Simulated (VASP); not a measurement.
# BaS (Fm-3m) in VASP: a series of runs

The runs below take BaS through single point, with PBE, r2SCAN.

Program: VASP 6.6.1. These are calculated values, not measurements. Logs are shortened: lines on timing, memory, paths and dates and some standing lists are left out, and cuts for length are marked.

## (1) The cell of the first run

Symmetry: Fm-3m, No. 225, cubic system. The conventional cell has a = 6.424 Å, b = 6.424 Å, c = 6.424 Å, α = 90.00°, β = 90.00°, γ = 90.00°. Within 4.2 Å of Ba (site symmetry m-3m) lie 6 S at 3.21 Å. S (site symmetry m-3m) has 6 Ba at 3.21 Å within 4.2 Å.

## (2) Single point, PBE

INCAR

```
PREC     = Accurate       # precision mode
ENCUT    = 520            # plane-wave cutoff, eV
EDIFF    = 1E-6           # SCF threshold, eV
ISMEAR   = 0              # smearing method
SIGMA    = 0.01           # smearing width, eV
LREAL    = False          # projectors in reciprocal space
LASPH    = True           # aspherical terms in the spheres
NELM     = 100            # most SCF steps
ALGO     = Normal         # electronic algorithm
ISIF     = 2              # what is computed and relaxed
LWAVE    = False          # write WAVECAR
LCHARG   = False          # write CHGCAR
GGA      = PE             # functional
NBANDS   = 15             # bands
```

KPOINTS

```
regular mesh
0
Gamma
  6 6 6
```

POSCAR

```
BaS
1.0
    0.0000000000      3.2119524045      3.2119524045
    3.2119524045      0.0000000000      3.2119524045
    3.2119524045      3.2119524045      0.0000000000
Ba S
1 1
Direct
    0.0000000000      0.0000000000      0.0000000000
    0.5000000000      0.5000000000      0.5000000000
```

Potentials or basis: VASP PAW PBE potentials, release 64 (Ba_sv, S).

Run with:

```
$ cat potpaw_PBE.64/Ba_sv/POTCAR potpaw_PBE.64/S/POTCAR > POTCAR
$ mpirun -np 1 vasp_std > vasp.out
```

OUTCAR:

```text
PREC = Accurate
   ENCUT = 520
   EDIFF = 1E-6
   ISMEAR = 0
   LREAL = False
   LASPH = True
   NELM = 100
   ISIF = 2
   GGA = PE

 ion  position               nearest neighbor table
   1  0.000  0.000  0.000-   2 3.21   2 3.21   2 3.21   2 3.21   2 3.21   2 3.21
   2  0.500  0.500  0.500-   1 3.21   1 3.21   1 3.21   1 3.21   1 3.21   1 3.21

  LATTYP: Found a face centered cubic cell.
 ALAT       =     6.4239048090

  Lattice vectors:

 A1 = (   0.0000000000,   3.2119524045,   3.2119524045)
 A2 = (   3.2119524045,   0.0000000000,   3.2119524045)
 A3 = (   3.2119524045,   3.2119524045,   0.0000000000)

Analysis of symmetry for initial positions (statically):
=====================================================================
 Subroutine PRICEL returns:
 Original cell was already a primitive cell.

 Routine SETGRP: Setting up the symmetry group for a
 face centered cubic supercell.

 Subroutine GETGRP returns: Found 48 space group operations
 (whereof 48 operations were pure point group operations)
 out of a pool of 48 trial point group operations.

The static configuration has the point symmetry O_h .

Analysis of symmetry for dynamics (positions and initial velocities):
=====================================================================
 Subroutine PRICEL returns:
 Original cell was already a primitive cell.

 Routine SETGRP: Setting up the symmetry group for a
 face centered cubic supercell.

 Subroutine GETGRP returns: Found 48 space group operations
 (whereof 48 operations were pure point group operations)
 out of a pool of 48 trial point group operations.

The dynamic configuration has the point symmetry O_h .

 Subroutine INISYM returns: Found 48 space group operations
 (whereof 48 operations are pure point group operations),
 and found     1 'primitive' translations

----------------------------------------------------------------------------------------

                                     Primitive cell

  volume of cell :      66.2731

  direct lattice vectors                    reciprocal lattice vectors
     0.000000000  3.211952404  3.211952404    -0.155668558  0.155668558  0.155668558
     3.211952404  0.000000000  3.211952404     0.155668558 -0.155668558  0.155668558
     3.211952404  3.211952404  0.000000000     0.155668558  0.155668558 -0.155668558

  length of vectors
     4.542386652  4.542386652  4.542386652     0.269625852  0.269625852  0.269625852

  position of ions in fractional coordinates (direct lattice)
     0.000000000  0.000000000  0.000000000
     0.500000000  0.500000000  0.500000000

  ion indices of the primitive-cell ions
   primitive index   ion index
                 1           1
                 2           2

[... 78 lines left out ...]
   EFERMI_NEDOS =   21; number of points for ismear=-14 and -15
   IALGO  =     38    algorithm
   IMIX   =      4    mixing-type and parameters
     AMIX     =   0.40;   BMIX     =  1.00
     AMIX_MAG =   1.60;   BMIX_MAG =  1.00
  volume/ion in A,a.u.               =      33.14       223.62
  Fermi-wavevector in a.u.,A,eV,Ry     =   1.019379  1.926347 14.138273  1.039134
  Thomas-Fermi vector in A             =   2.152890
   LORBIT       =      0    0 simple, 1 ext, 2 COOP (PROOUT), +10 PAW based schemes
   GGA     = PE    functional components
   LHFCALC =     F    Hartree Fock is set to
   AEXX    =    0.0000 exact exchange contribution
   IVDW    =     0    specifies the selected vdW correction
   LEPSILON=     F    determine dielectric tensor
   LRPA    =     F    only Hartree local field effects (RPA)
 non-spin polarized calculation
 Gauss-broadening in eV      SIGMA  =   0.01
  energy-cutoff  :      520.00
  volume of cell :       66.27
 maximum number of plane-waves:      1807
 NGX is ok and might be reduce to    36
   NGX = 17   NGY = 17   NGZ = 17

 number of electron      16.0000002 magnetization

 Free energy of the ion-electron system (eV)
  ---------------------------------------------------
  ext. energy  EPLUGINS =         0.00000000
  ---------------------------------------------------
  free energy    TOTEN  =       -10.19193696 eV

  energy without entropy =      -10.19193696  energy(sigma->0) =      -10.19193696

 E-fermi :   1.5249     XC(G=0):  -8.5551

 val. band max:        1.3664782153   @ k =   0.0000   0.0000   0.0000
 cond. band min:       3.5014571278   @ k =   0.5000   0.5000   0.0000
 fundamental gap:      2.1349789125
 Fermi energy:         1.5248674205

 k-point     1 :       0.0000    0.0000    0.0000
  band No.  band energies     occupation
      1     -24.7629      2.00000
      2      -9.8203      2.00000
      3      -9.8203      2.00000
      4      -9.8203      2.00000
      5      -8.9678      2.00000
      6       1.3665      2.00000
      7       1.3665      2.00000
      8       1.3665      2.00000
      9       4.8832      0.00000
     10       5.2321      0.00000
     11       5.2321      0.00000
     12       5.2321      0.00000
     13       6.1400      0.00000
     14       6.1400      0.00000
[... 257 lines left out ...]
      2     -10.2467      2.00000
      3     -10.2077      2.00000
      4     -10.0704      2.00000
      5      -8.4893      2.00000
      6       0.4863      2.00000
      7       0.8234      2.00000
      8       0.9758      2.00000
      9       4.5731      0.00000
     10       6.8579      0.00000
     11       7.4706      0.00000
     12       8.2508      0.00000
     13       8.7856      0.00000
     14       9.5708      0.00000
     15      11.0710      0.00000

------------------------ aborting loop because EDIFF is reached ----------------------------------------

  FORCE on cell =-STRESS in cart. coord.  units (eV):
  Direction    XX          YY          ZZ          XY          YZ          ZX
  --------------------------------------------------------------------------------------
  -------------------------------------------------------------------------------------
  Total        0.2667358      0.2667358      0.2667358      0.0000000      0.0000000     -0.0000000
  in kB        6.4484383      6.4484383      6.4484383      0.0000000      0.0000000     -0.0000000
  external PRESSURE =       6.4484383 kB  Pullay stress =       0.0000000 kB

 VOLUME and BASIS-vectors are now :
 -----------------------------------------------------------------------------
  energy-cutoff  :      520.00
  volume of cell :       66.27
      direct lattice vectors                 reciprocal lattice vectors
     0.000000000  3.211952404  3.211952404    -0.155668558  0.155668558  0.155668558
     3.211952404  0.000000000  3.211952404     0.155668558 -0.155668558  0.155668558
     3.211952404  3.211952404  0.000000000     0.155668558  0.155668558 -0.155668558

 POSITION                                       TOTAL-FORCE (eV/Angst)
 -----------------------------------------------------------------------------------
      0.00000      0.00000      0.00000         0.000000      0.000000     -0.000000
      3.21195      3.21195      3.21195         0.000000      0.000000      0.000000
 -----------------------------------------------------------------------------------
    total drift:                                0.000000      0.000000      0.000000

  FREE ENERGIE OF THE ION-ELECTRON SYSTEM (eV)
  ---------------------------------------------------
  free  energy   TOTEN  =       -10.1919369626 eV

  energy  without entropy=      -10.1919369626  energy(sigma->0) =      -10.19193696
```

Run time: 8.1 s. Hardware: 1 thread of Intel Xeon 6975P-C (Granite Rapids), shared host; peak memory 0.2 GiB.

Results:

- Free energy: -10.1919 eV
- Pressure: 0.6 GPa
- Band gap on the k mesh: 2.13 eV, indirect (least direct gap 2.28 eV)

Caveat: spin-orbit coupling is left out, which moves the levels of the heavy elements.

## (3) Single point, PBE

INCAR

```
SYSTEM = BaS
ALGO     = Normal         ! electronic algorithm
EDIFF    = 1E-6           ! SCF threshold, eV
ENCUT    = 520            ! plane-wave cutoff, eV
GGA      = PE             ! functional
ISIF     = 2              ! what is computed and relaxed
ISMEAR   = 0              ! smearing method
LASPH    = .True.         ! aspherical terms in the spheres
LCHARG   = .False.        ! write CHGCAR
LREAL    = .False.        ! projectors in reciprocal space
LWAVE    = .False.        ! write WAVECAR
NBANDS   = 15             ! bands
NELM     = 80             ! most SCF steps
PREC     = Accurate       ! precision mode
SIGMA    = 0.01           ! smearing width, eV
```

KPOINTS

```
k-points
0
Gamma
  6 6 6
  0 0 0
```

POSCAR is that of step 2.

Potentials or basis: VASP PAW PBE potentials, release 64 (Ba_sv, S).

Run with:

```
$ cat potpaw_PBE.64/Ba_sv/POTCAR potpaw_PBE.64/S/POTCAR > POTCAR
$ mpirun -np 1 vasp_std > vasp.out
```

Wall time 9.1 s (1 thread of Intel Xeon 6975P-C (Granite Rapids), shared host); peak memory 0.2 GiB.

Results (log left out):

- Free energy: -10.1919 eV
- Pressure: 0.6 GPa
- Band gap on the k mesh: 2.13 eV, indirect (least direct gap 2.28 eV)

Levels at points of the mesh, in eV from the valence-band top:
| k point | band 5 | band 6 | band 7 | band 8 | band 9 | band 10 | band 11 | band 12 |
| --- | --- | --- | --- | --- | --- | --- | --- | --- |
| (0.00, 0.00, 0.00) | -10.33 | 0.00 | 0.00 | 0.00 | 3.52 | 3.87 | 3.87 | 3.87 |
| (0.50, 0.00, 0.00) | -9.17 | -1.90 | -1.05 | -1.05 | 5.48 | 5.64 | 6.24 | 6.24 |
| (0.50, 0.50, 0.00) | -10.24 | -0.54 | -0.15 | -0.15 | 2.13 | 5.89 | 5.92 | 7.40 |

Caveat: spin-orbit coupling is left out, which moves the levels of the heavy elements.

## (4) Single point, r2SCAN

POSCAR is that of step 3.

INCAR.step1

```
SYSTEM = BaS
ALGO = Normal
EDIFF = 1E-4
ENCUT = 520
GGA = PE
ISMEAR = 0
LASPH = .True.
LCHARG = .False.
LREAL = .False.
LWAVE = .True.
NBANDS = 15
NELM = 100
PREC = Accurate
SIGMA = 0.01
```

INCAR.step2

```
SYSTEM = BaS
ALGO = Normal
EDIFF = 1E-6
ENCUT = 520
ISIF = 2
ISMEAR = 0
ISTART = 1
LASPH = .True.
LCHARG = .False.
LMIXTAU = .True.
LREAL = .False.
LWAVE = .False.
METAGGA = R2SCAN
NBANDS = 15
NELM = 100
PREC = Accurate
SIGMA = 0.01
```

KPOINTS is that of step 3.

Run with:

```
$ cat potpaw_PBE.64/Ba_sv/POTCAR potpaw_PBE.64/S/POTCAR > POTCAR
$ cp INCAR.step1 INCAR
$ mpirun -np 1 vasp_std > vasp.out
$ cp INCAR.step2 INCAR
$ mpirun -np 1 vasp_std > vasp.out
```

Run time: 39 s. Hardware: 1 thread of Intel Xeon 6975P-C (Granite Rapids), shared host; peak memory 0.22 GiB.

Results (log left out):

| Property | Result |
| --- | --- |
| Free energy | -39.2053 eV |
| Pressure | 0.6 GPa |
| Band gap on the k mesh | 2.49 eV, indirect (least direct gap 2.63 eV) |

Levels at points of the mesh, in eV from the valence-band top:
| k point | band 5 | band 6 | band 7 | band 8 | band 9 | band 10 | band 11 | band 12 |
| --- | --- | --- | --- | --- | --- | --- | --- | --- |
| (0.00, 0.00, 0.00) | -10.77 | 0.00 | 0.00 | 0.00 | 4.13 | 4.30 | 4.30 | 4.30 |
| (0.50, 0.00, 0.00) | -9.51 | -1.88 | -1.05 | -1.05 | 5.98 | 6.08 | 6.79 | 6.79 |
| (0.50, 0.50, 0.00) | -10.68 | -0.54 | -0.14 | -0.14 | 2.49 | 6.48 | 6.62 | 7.95 |

Caveat: the PAW data sets were made with another functional, which shifts forces and pressure a little; spin-orbit coupling is left out, which moves the levels of the heavy elements. A k mesh can miss the band edges.

## (5) Single point, PBE

INCAR

```
SYSTEM = BaS
PREC = Accurate ; ENCUT = 520
EDIFF = 1E-6 ; ISMEAR = 0
SIGMA = 0.01 ; LREAL = .False.
LASPH = .True. ; NELM = 60
ALGO = Normal ; ISIF = 2
LWAVE = .False. ; LCHARG = .False.
GGA = PE ; NBANDS = 15
```

KPOINTS

```
regular mesh
0
Gamma
  8 8 8
  0 0 0
```

POSCAR is that of step 4.

Run with:

```
$ cat potpaw_PBE.64/Ba_sv/POTCAR potpaw_PBE.64/S/POTCAR > POTCAR
$ mpirun -np 1 vasp_std > vasp.out
```

Run time: 13 s. Hardware: 1 thread of Intel Xeon 6975P-C (Granite Rapids), shared host; peak memory 0.2 GiB.

Results (log left out):

| Property | Result |
| --- | --- |
| Free energy | -10.1921 eV |
| Pressure | 0.6 GPa |
| Band gap on the k mesh | 2.14 eV, indirect (least direct gap 2.28 eV) |

Levels at points of the mesh, in eV from the valence-band top:
| k point | band 5 | band 6 | band 7 | band 8 | band 9 | band 10 | band 11 | band 12 |
| --- | --- | --- | --- | --- | --- | --- | --- | --- |
| (0.00, 0.00, 0.00) | -10.33 | 0.00 | 0.00 | 0.00 | 3.52 | 3.87 | 3.87 | 3.87 |
| (0.50, 0.00, 0.00) | -9.17 | -1.90 | -1.05 | -1.05 | 5.48 | 5.64 | 6.24 | 6.24 |
| (0.50, 0.50, 0.00) | -10.24 | -0.54 | -0.15 | -0.15 | 2.14 | 5.89 | 5.92 | 7.40 |

Caveat: spin-orbit coupling is left out, which moves the levels of the heavy elements. A k mesh can miss the band edges.

## (6) Summary

| level | k mesh | gap on the mesh (eV) | pressure (GPa) |
| --- | --- | --- | --- |
| PBE | 6 × 6 × 6 | 2.13 | 0.6 |
| r2SCAN | 6 × 6 × 6 | 2.49 | 0.6 |
| PBE | 8 × 8 × 8 | 2.14 | 0.6 |

Alike in all rows: task single point; potentials or basis VASP PAW PBE potentials, release 64 (Ba_sv, S); no spin polarisation; cell as given; cutoff (eV) 520; smearing gaussian 0.01 eV.

On the cell as given the gap runs from 2.13 eV (PBE) to 2.49 eV (r2SCAN); the meshes differ, which moves gaps too.

Caveats: spin-orbit coupling is left out, which moves the levels of the heavy elements; the PAW data sets were made with another functional, which shifts forces and pressure a little (some runs).

Total energies depend on the potentials used, so only differences within one code and one set of settings carry meaning.
